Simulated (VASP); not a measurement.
A run of VASP 6.6.1:

Contents of INCAR:

```
ALGO = Normal ; EDIFF = 1E-7
ENCUT = 520 ; GGA = PE
ISIF = 2 ; ISMEAR = -1
LASPH = True ; LCHARG = True
LELF = True ; LREAL = False
LVHAR = True ; LWAVE = False
NBANDS = 16 ; NELM = 100
PREC = Accurate ; SIGMA = 0.1
```

KPOINTS

```
k-points
0
Gamma
  11 11 11
```

File POSCAR:

```
CdS
1.0
    0.0000000000      2.9636831487      2.9636831487
    2.9636831487      0.0000000000      2.9636831487
    2.9636831487      2.9636831487      0.0000000000
Cd S
1 1
Direct
    0.0000000000      0.0000000000      0.0000000000
    0.2500000000      0.2500000000      0.2500000000
```

Potentials or basis: VASP PAW PBE potentials, release 64 (Cd, S).

Launch:

```sh
$ cat potpaw_PBE.64/Cd/POTCAR potpaw_PBE.64/S/POTCAR > POTCAR
$ mpirun -np 1 vasp_std > vasp.out
```

Hardware: 1 thread of AMD EPYC 7R43 64-Core Processor (Zen 3), with other jobs on the host.

Problem. How long does it take, and how much memory?

Solution. It took 33 s on 1 thread of AMD EPYC 7R43 64-Core Processor (Zen 3), with other jobs on the host, peak memory 0.16 GiB. Counts: scf iterations 14, k points 56.
